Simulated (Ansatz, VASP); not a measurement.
SnO in VASP and in Ansatz

```
CELL_PARAMETERS angstrom
3.80529 0.00000 0.00000
0.00000 3.80529 0.00000
0.00000 0.00000 4.75343
ATOMIC_POSITIONS crystal
Sn 0.00000 0.50000 0.24240
Sn 0.50000 0.00000 0.75760
O 0.50000 0.50000 0.00000
O 0.00000 0.00000 0.00000
```

Alike in both runs: task relaxation of cell and atoms; functional PBEsol; k mesh 12 × 12 × 10; occupations gaussian, width 0.1 eV; no spin polarisation.

|  | VASP | Ansatz |
| --- | --- | --- |
| version | VASP 6.6.1 | Ansatz 0.2.0 |
| potentials or method | VASP PAW PBE potentials, release 64 (Sn_d, O), cutoff 600 eV | scalar-relativistic, plane waves, PAW |
| valence electrons in the cell | 40 | 40 |

```csv
,VASP,Ansatz,Ansatz less VASP
"gap on the k mesh at the Fermi level, each at its own relaxed structure (eV)",none,none,-
relaxed volume (Å³/atom),17.13,17.21,+0.073
relaxed cell length with the largest relative difference (Å),4.731,4.753,+0.0223
```

VASP's potentials were made for PBE, not for PBEsol. A gap of «none» marks a metal or a gap that the smearing closes.
